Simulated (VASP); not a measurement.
# TiO2 (C2/c) in VASP: notebook

Runs on TiO2. Level: LDA. Tasks: single point.

Program: VASP 6.6.1. These are calculated values, not measurements. Logs are shortened: lines on timing, memory, paths and dates and some standing lists are left out, and cuts for length are marked.

## (1) The cell of the first run

It takes space group C2/c (No. 15, monoclinic). Conventional cell: a = 5.186 Å, b = 5.187 Å, c = 5.244 Å, α = 90.00°, β = 118.77°, γ = 90.00°. Ti (site symmetry 2) has 6 O at 1.85 to 1.92 Å within 2.5 Å. Within 2.5 Å of O (site symmetry 1) lie 3 Ti at 1.85 to 1.92 Å and 2 O at 2.39 Å.

## (2) Single point, LDA

INCAR reads:

```
SYSTEM = TiO2
PREC = Accurate
ENCUT = 910
EDIFF = 1E-6
ISMEAR = 0
SIGMA = 0.01
LREAL = .False.
LASPH = .True.
NELM = 120
ALGO = Normal
ISIF = 2
LWAVE = .False.
LCHARG = .False.
NBANDS = 33
GGA_COMPAT = .False.
```

KPOINTS reads:

```
regular mesh
0
Gamma
  6 6 4
  0 0 0
```

POSCAR reads:

```
TiO2
1.0
    2.5931490083     -2.5937441026      0.0000000000
    2.5931490083      2.5937441026      0.0000000000
   -2.5236705455      0.0000000000      4.5965403538
Ti O
2 4
Direct
    0.1341100000      0.8658900000      0.2500000000
    0.8658900000      0.1341100000      0.7500000000
    0.3312210000      0.0887550000      0.6671490000
    0.6687790000      0.9112450000      0.3328510000
    0.9112450000      0.6687790000      0.8328510000
    0.0887550000      0.3312210000      0.1671490000
```

Potentials or basis: VASP PAW LDA potentials, release 64 (Ti_sv, O_h).

Started as:

```sh
$ cat potpaw_LDA.64/Ti_sv/POTCAR potpaw_LDA.64/O_h/POTCAR > POTCAR
$ mpirun -np 1 vasp_std > vasp.out
```

OUTCAR:

```text
SYSTEM = TiO2
   PREC = Accurate
   ENCUT = 910
   EDIFF = 1E-6
   ISMEAR = 0
   LREAL = .False.
   LASPH = .True.
   NELM = 120
   ISIF = 2

 ion  position               nearest neighbor table
   1  0.134  0.866  0.250-   4 1.85   6 1.85   6 1.89   4 1.89   3 1.92   5 1.92   2 2.92   2 2.92

   2  0.866  0.134  0.750-   5 1.85   3 1.85   5 1.89   3 1.89   6 1.92   4 1.92   1 2.92   1 2.92

   3  0.331  0.089  0.667-   2 1.85   2 1.89   1 1.92
   4  0.669  0.911  0.333-   1 1.85   1 1.89   2 1.92
   5  0.911  0.669  0.833-   2 1.85   2 1.89   1 1.92
   6  0.089  0.331  0.167-   1 1.85   1 1.89   2 1.92

  LATTYP: Found a base centered monoclinic cell.
 ALAT       =     5.1862980166
 B/A-ratio  =     1.0002294871
 C/A-ratio  =     1.0110809974
 COS(beta)  =    -0.4812705001

  Lattice vectors:

 A1 = (   2.5931490083,  -2.5937441026,   0.0000000000)
 A2 = (   2.5931490083,   2.5937441026,   0.0000000000)
 A3 = (  -2.5236705455,   0.0000000000,   4.5965403538)

Analysis of symmetry for initial positions (statically):
=====================================================================
 Subroutine PRICEL returns:
 Original cell was already a primitive cell.

 Routine SETGRP: Setting up the symmetry group for a
 base centered monoclinic supercell.

 Subroutine GETGRP returns: Found  4 space group operations
 (whereof  2 operations were pure point group operations)
 out of a pool of  4 trial point group operations.

The static configuration has the point symmetry S_2 .
 The point group associated with its full space group is C_2h.

Analysis of symmetry for dynamics (positions and initial velocities):
=====================================================================
 Subroutine PRICEL returns:
 Original cell was already a primitive cell.

 Routine SETGRP: Setting up the symmetry group for a
 base centered monoclinic supercell.

 Subroutine GETGRP returns: Found  4 space group operations
 (whereof  2 operations were pure point group operations)
 out of a pool of  4 trial point group operations.

The dynamic configuration has the point symmetry S_2 .
 The point group associated with its full space group is C_2h.

 Subroutine INISYM returns: Found  4 space group operations
 (whereof  2 operations are pure point group operations),
 and found     1 'primitive' translations

[... 94 lines left out ...]
   ISTART =      0    job   : 0-new  1-cont  2-samecut
   ICHARG =      2    charge: 1-file 2-atom 10-const
   ISPIN  =      1    spin polarized calculation?
   LNONCOLLINEAR =      F non collinear calculations
   LSORBIT =      F    spin-orbit coupling
   LASPH  =      T    aspherical Exc in radial PAW
   ENCUT  =  910.0 eV  66.88 Ry    8.18 a.u.   9.02  9.02 12.90*2*pi/ulx,y,z
   NELM   =    120;   NELMIN=  2; NELMDL= -5     # of ELM steps
   EDIFF  = 0.1E-05   stopping-criterion for ELM
   LREAL  =      F    real-space projection
   EDIFFG = 0.1E-04   stopping-criterion for IOM
   NSW    =      0    number of steps for IOM
   IBRION =     -1    ionic relax: 0-MD 1-quasi-New 2-CG
   NFREE  =      0    steps in history (QN), initial steepest desc. (CG)
   ISIF   =      2    stress and relaxation
   ISYM   =      2    0-nonsym 1-usesym 2-fastsym
   POTIM  = 0.5000    time-step for ionic-motion
   TEBEG  =    0.0;   TEEND  =   0.0 temperature during run
   PSTRESS=    0.0 pullay stress
   NELECT =      48.0000    total number of electrons
   NUPDOWN=      -1.0000    fix difference up-down
   EMIN   =  10.00;   EMAX   =-10.00  energy-range for DOS
   EFERMI =   0.00;   METHOD = LEGACY
   ISMEAR =     0;   SIGMA  =   0.01  broadening in eV -4-tet -1-fermi 0-gaus
   EFERMI_NEDOS =   21; number of points for ismear=-14 and -15
   IALGO  =     38    algorithm
   IMIX   =      4    mixing-type and parameters
     AMIX     =   0.40;   BMIX     =  1.00
     AMIX_MAG =   1.60;   BMIX_MAG =  1.00
  volume/ion in A,a.u.               =      10.31        69.54
  Fermi-wavevector in a.u.,A,eV,Ry     =   1.504585  2.843253 30.800537  2.263776
  Thomas-Fermi vector in A             =   2.615545
   LORBIT       =      0    0 simple, 1 ext, 2 COOP (PROOUT), +10 PAW based schemes
   GGA     = CA    functional components
   LHFCALC =     F    Hartree Fock is set to
   AEXX    =    0.0000 exact exchange contribution
   IVDW    =     0    specifies the selected vdW correction
   LEPSILON=     F    determine dielectric tensor
   LRPA    =     F    only Hartree local field effects (RPA)
 non-spin polarized calculation
 Gauss-broadening in eV      SIGMA  =   0.01
  energy-cutoff  :      910.00
  volume of cell :       61.83
 maximum number of plane-waves:      3881
   NGX = 19   NGY = 19   NGZ = 25

 number of electron      48.0000001 magnetization

 Free energy of the ion-electron system (eV)
  ---------------------------------------------------
  ext. energy  EPLUGINS =         0.00000000
  ---------------------------------------------------
  free energy    TOTEN  =       -58.61029469 eV

  energy without entropy =      -58.61029469  energy(sigma->0) =      -58.61029469

 E-fermi :   4.5819     XC(G=0): -11.8503

 val. band max:        4.4943692695   @ k =   0.5000   0.5000   0.0000
 cond. band min:       6.7070641862   @ k =   0.0000   0.0000   0.0000
 fundamental gap:      2.2126949168
 Fermi energy:         4.5818934427

 k-point     1 :       0.0000    0.0000    0.0000
  band No.  band energies     occupation
      1     -50.7639      2.00000
      2     -50.6610      2.00000
      3     -27.8235      2.00000
      4     -27.4611      2.00000
      5     -27.4601      2.00000
      6     -27.3550      2.00000
[... 853 lines left out ...]
     32      11.5726      0.00000
     33      11.7892      0.00000

 [... further k-points ...]
[... 5 lines left out ...]
  --------------------------------------------------------------------------------------
  -------------------------------------------------------------------------------------
  Total        7.1126489      7.0711205      7.7764591      0.0000000      0.0000000      0.3210195
  in kB      184.3004012    183.2243336    201.5008130      0.0000000      0.0000000      8.3181426
  external PRESSURE =     189.6751826 kB  Pullay stress =       0.0000000 kB

 VOLUME and BASIS-vectors are now :
 -----------------------------------------------------------------------------
  energy-cutoff  :      910.00
  volume of cell :       61.83
      direct lattice vectors                 reciprocal lattice vectors
     2.593149008 -2.593744103  0.000000000     0.192815761 -0.192771523  0.105862980
     2.593149008  2.593744103  0.000000000     0.192815761  0.192771523  0.105862980
    -2.523670545  0.000000000  4.596540354     0.000000000  0.000000000  0.217554927

 POSITION                                       TOTAL-FORCE (eV/Angst)
 -----------------------------------------------------------------------------------
      1.96223      1.89805      1.14914         0.000000      0.223905     -0.000000
      0.70040     -1.89805      3.44741        -0.000000     -0.223905     -0.000000
     -0.59460     -0.62889      3.06658        -0.102070      0.099955      0.499997
      3.25723      0.62889      1.52996         0.102070     -0.099955     -0.499997
      1.99540     -0.62889      3.82823         0.102070      0.099955     -0.499997
      0.66723      0.62889      0.76831        -0.102070     -0.099955      0.499997
 -----------------------------------------------------------------------------------
    total drift:                               -0.000000     -0.000000      0.000000

  FREE ENERGIE OF THE ION-ELECTRON SYSTEM (eV)
  ---------------------------------------------------
  free  energy   TOTEN  =       -58.6102946929 eV

  energy  without entropy=      -58.6102946929  energy(sigma->0) =      -58.61029469
```

OSZICAR:

```text
N       E                     dE             d eps       ncg     rms          rms(c)
DAV:   1     0.859709071968E+03    0.85971E+03   -0.33694E+04  3102   0.254E+03
DAV:   2     0.114929415597E+03   -0.74478E+03   -0.69562E+03  3324   0.653E+02
DAV:   3    -0.615223785700E+02   -0.17645E+03   -0.16394E+03  4773   0.244E+02
DAV:   4    -0.739179270231E+02   -0.12396E+02   -0.12327E+02  4436   0.699E+01
DAV:   5    -0.744493875115E+02   -0.53146E+00   -0.53119E+00  4448   0.128E+01    0.361E+01
DAV:   6    -0.584911930913E+02    0.15958E+02   -0.68807E+01  4615   0.908E+01    0.113E+01
DAV:   7    -0.587724673879E+02   -0.28127E+00   -0.13703E+01  4287   0.292E+01    0.108E+01
DAV:   8    -0.585903366143E+02    0.18213E+00   -0.94068E-01  4331   0.104E+01    0.369E+00
DAV:   9    -0.586182336171E+02   -0.27897E-01   -0.30684E-01  4714   0.370E+00    0.126E+00
DAV:  10    -0.586117067615E+02    0.65269E-02   -0.75812E-02  4189   0.277E+00    0.665E-01
DAV:  11    -0.586102095647E+02    0.14972E-02   -0.41052E-03  4356   0.621E-01    0.119E-01
DAV:  12    -0.586103119246E+02   -0.10236E-03   -0.63537E-04  3665   0.212E-01    0.388E-02
DAV:  13    -0.586102946830E+02    0.17242E-04   -0.84206E-05  4744   0.106E-01    0.254E-02
DAV:  14    -0.586102952213E+02   -0.53829E-06   -0.17124E-05  4511   0.355E-02    0.828E-03
DAV:  15    -0.586102946929E+02    0.52840E-06   -0.19665E-06  3041   0.143E-02
   1 F= -.58610295E+02 E0= -.58610295E+02  d E =-.210997E-37
```

stdout:

```text
POSCAR found type information on POSCAR TiO
 POSCAR found :  2 types and       6 ions
 scaLAPACK will be used
 LDA part: xc-table for (Slater(with rela. corr.)+CA(PZ))
 , standard interpolation
 POSCAR, INCAR and KPOINTS ok, starting setup
 FFT: planning ... GRIDC
 FFT: planning ... GRID_SOFT
 FFT: planning ... GRID
 WAVECAR not read
 entering main loop
```

Wall time 2.1 min (1 thread of AMD EPYC 9R45 (Zen 5), shared host); peak memory 0.28 GiB.

What came out:

| Property | Result |
| --- | --- |
| Free energy | -58.6103 eV |
| Pressure | 19.0 GPa |
| Largest force | 0.520 eV/Å |
| Band gap on the k mesh | 2.21 eV (least direct gap 2.53 eV) |

Forces in eV/Å, atoms in the order of the input:
```
Ti   0.000  0.224  0.000
Ti   0.000 -0.224  0.000
O   -0.102  0.100  0.500
O    0.102 -0.100 -0.500
O    0.102  0.100 -0.500
O   -0.102 -0.100  0.500
```

Caveat: the cutoff is under 1.25 times the usual one of these potentials, so pressure, stress and relaxed cells hold a basis-set (Pulay) error; the cell stands under pressure. A k mesh can miss the band edges.

## (3) Single point, LDA

This run uses another cell than the first one, of 10.77 Å³/atom.

INCAR reads:

```
  ALGO = Normal
  EDIFF = 1E-6
  ENCUT = 910
  GGA_COMPAT = F
  ISIF = 2
  ISMEAR = 0
  LASPH = T
  LCHARG = F
  LREAL = F
  LWAVE = F
  NBANDS = 33
  NELM = 120
  PREC = Accurate
  SIGMA = 0.01
```

KPOINTS reads:

```
k-points
0
Gamma
  6 6 4
```

POSCAR: that of step 2 with these lines changed.

```diff
@@ -2,5 +2,5 @@
 1.0
-    2.5931490083     -2.5937441026      0.0000000000
-    2.5931490083      2.5937441026      0.0000000000
-   -2.5236705455      0.0000000000      4.5965403538
+    2.6318584318     -2.6324624094      0.0000000000
+    2.6318584318      2.6324624094      0.0000000000
+   -2.5613428241      0.0000000000      4.6651555496
 Ti O
```

Potentials or basis: VASP PAW LDA potentials, release 64 (Ti_sv, O_h).

Started as:

```sh
$ cat potpaw_LDA.64/Ti_sv/POTCAR potpaw_LDA.64/O_h/POTCAR > POTCAR
$ mpirun -np 1 vasp_std > vasp.out
```

Run time: 3.9 min. Hardware: 1 thread of AMD EPYC 7R13 (Zen 3), shared host; peak memory 0.31 GiB.

Results (log left out):

- Free energy: -58.8357 eV
- Pressure: 6.1 GPa
- Largest force: 0.200 eV/Å
- Band gap on the k mesh: 2.13 eV (least direct gap 2.46 eV)

Forces on the atoms (eV/Å):
```
Ti   0.000  0.163  0.000
Ti   0.000 -0.163  0.000
O   -0.058  0.044  0.186
O    0.058 -0.044 -0.186
O    0.058  0.044 -0.186
O   -0.058 -0.044  0.186
```

Stress tensor (GPa, compression positive):
```
5.81 0.00 0.32
0.00 5.73 0.00
0.32 0.00 6.88
```

Levels at points of the mesh, in eV from the valence-band top:
| k point | band 21 | band 22 | band 23 | band 24 | band 25 | band 26 | band 27 | band 28 |
| --- | --- | --- | --- | --- | --- | --- | --- | --- |
| (0.00, 0.00, 0.00) | -0.69 | -0.66 | -0.52 | -0.52 | 2.13 | 2.99 | 4.20 | 4.21 |
| (0.50, 0.00, 0.00) | -2.09 | -1.06 | -0.76 | -0.61 | 3.48 | 3.67 | 3.72 | 4.01 |
| (0.50, 0.50, 0.00) | -2.38 | -2.02 | -0.01 | 0.00 | 3.53 | 3.57 | 3.89 | 4.28 |
| (0.00, 0.00, 0.50) | -1.26 | -1.26 | -0.09 | -0.09 | 2.54 | 2.54 | 4.01 | 4.01 |
| (0.50, 0.00, 0.50) | -2.01 | -1.05 | -0.76 | -0.62 | 3.31 | 3.81 | 3.82 | 3.87 |
| (0.50, 0.50, 0.50) | -2.20 | -2.20 | -0.02 | -0.02 | 3.56 | 3.56 | 4.09 | 4.09 |

Caveat: the cutoff is under 1.25 times the usual one of these potentials, so pressure, stress and relaxed cells hold a basis-set (Pulay) error; the cell stands under pressure. A k mesh can miss the band edges.

## (4) Single point, LDA

This run uses another cell than the first one, of 11.71 Å³/atom.

INCAR reads:

```
PREC = Accurate
ENCUT = 910
EDIFF = 1E-6
ISMEAR = 0
SIGMA = 0.01
LREAL = F
LASPH = T
NELM = 120
ALGO = Normal
ISIF = 2
LWAVE = F
LCHARG = F
GGA = CA
NBANDS = 33
GGA_COMPAT = F
```

KPOINTS reads:

```
regular mesh
0
Gamma
  6 6 4
```

POSCAR: that of step 3 with these lines changed.

```diff
@@ -2,5 +2,5 @@
 1.0
-    2.6318584318     -2.6324624094      0.0000000000
-    2.6318584318      2.6324624094      0.0000000000
-   -2.5613428241      0.0000000000      4.6651555496
+    2.7060340000     -2.7066550000      0.0000000000
+    2.7060340000      2.7066550000      0.0000000000
+   -2.6335310000      0.0000000000      4.7966370000
 Ti O
```

Potentials or basis: VASP PAW LDA potentials, release 64 (Ti_sv, O_h).

Started as:

```sh
$ cat potpaw_LDA.64/Ti_sv/POTCAR potpaw_LDA.64/O_h/POTCAR > POTCAR
$ mpirun -np 1 vasp_std > vasp.out
```

OUTCAR:

```text
PREC = Accurate
   ENCUT = 910
   EDIFF = 1E-6
   ISMEAR = 0
   LREAL = F
   LASPH = T
   NELM = 120
   ISIF = 2
   GGA = CA

 ion  position               nearest neighbor table
   1  0.134  0.866  0.250-   4 1.93   6 1.93   6 1.98   4 1.98   3 2.00   5 2.00
   2  0.866  0.134  0.750-   5 1.93   3 1.93   5 1.98   3 1.98   6 2.00   4 2.00
   3  0.331  0.089  0.667-   2 1.93   2 1.98   1 2.00
   4  0.669  0.911  0.333-   1 1.93   1 1.98   2 2.00
   5  0.911  0.669  0.833-   2 1.93   2 1.98   1 2.00
   6  0.089  0.331  0.167-   1 1.93   1 1.98   2 2.00

  LATTYP: Found a base centered monoclinic cell.
[... 1074 lines left out ...]
  -------------------------------------------------------------------------------------
  Total       -5.4169641     -5.4315009     -5.3501971      0.0000000      0.0000000     -0.1927091
  in kB     -123.5189351   -123.8504072   -121.9964975      0.0000000      0.0000000     -4.3941999
  external PRESSURE =    -123.1219466 kB  Pullay stress =       0.0000000 kB

 VOLUME and BASIS-vectors are now :
 -----------------------------------------------------------------------------
  energy-cutoff  :      910.00
  volume of cell :       70.26
      direct lattice vectors                 reciprocal lattice vectors
     2.706034000 -2.706655000  0.000000000     0.184772253 -0.184729860  0.101446796
     2.706034000  2.706655000  0.000000000     0.184772253  0.184729860  0.101446796
    -2.633531000  0.000000000  4.796637000     0.000000000  0.000000000  0.208479399

 POSITION                                       TOTAL-FORCE (eV/Angst)
 -----------------------------------------------------------------------------------
      2.04765      1.98068      1.19916        -0.000000      0.060330     -0.000000
      0.73089     -1.98068      3.59748        -0.000000     -0.060330     -0.000000
     -0.62049     -0.65627      3.20007         0.013971     -0.047393     -0.312148
      3.39903      0.65627      1.59657        -0.013971      0.047393      0.312148
      2.08226     -0.65627      3.99488        -0.013971     -0.047393      0.312148
      0.69628      0.65627      0.80175         0.013971      0.047393     -0.312148
 -----------------------------------------------------------------------------------
    total drift:                                0.000000     -0.000000     -0.000000

  FREE ENERGIE OF THE ION-ELECTRON SYSTEM (eV)
  ---------------------------------------------------
  free  energy   TOTEN  =       -58.7224811669 eV

  energy  without entropy=      -58.7224811669  energy(sigma->0) =      -58.72248117
```

It took 4 min on 1 thread of Intel Xeon Platinum 8259CL at 2.50GHz (Skylake/Cascade Lake), shared host; peak memory 0.36 GiB.

What came out:

* Free energy: -58.7225 eV
* Pressure: -12.3 GPa
* Largest force: 0.316 eV/Å
* Band gap on the k mesh: 1.96 eV (least direct gap 2.29 eV)

Forces in eV/Å, atoms in the order of the input:
```
Ti   0.000  0.060  0.000
Ti   0.000 -0.060  0.000
O    0.014 -0.047 -0.312
O   -0.014  0.047  0.312
O   -0.014 -0.047  0.312
O    0.014  0.047 -0.312
```

Caveat: the cutoff is under 1.25 times the usual one of these potentials, so pressure, stress and relaxed cells hold a basis-set (Pulay) error; the cell stands under tension.

## (5) Summary

| cell | gap on the mesh (eV) | pressure (GPa) | largest force (eV/Å) |
| --- | --- | --- | --- |
| a = 3.668, b = 3.668, c = 5.244 Å, angles 109.9, 109.9, 90.0°, 6 atoms | 2.21 | 19.0 | 0.52 |
| a = 3.722, b = 3.722, c = 5.322 Å, angles 109.9, 109.9, 90.0°, 6 atoms | 2.13 | 6.1 | 0.20 |
| a = 3.827, b = 3.827, c = 5.472 Å, angles 109.9, 109.9, 90.0°, 6 atoms | 1.96 | -12.3 | 0.32 |

Alike in all rows: task single point; level LDA; potentials or basis VASP PAW LDA potentials, release 64 (Ti_sv, O_h); no spin polarisation; k mesh 6 × 6 × 4; cutoff (eV) 910; smearing gaussian 0.01 eV.

Caveats: the cutoff is under 1.25 times the usual one of these potentials, so pressure, stress and relaxed cells hold a basis-set (Pulay) error; the cell stands under pressure (at least some runs); the cell stands under tension (at least some runs).

Absolute energies hang on the potentials; compare differences alone.
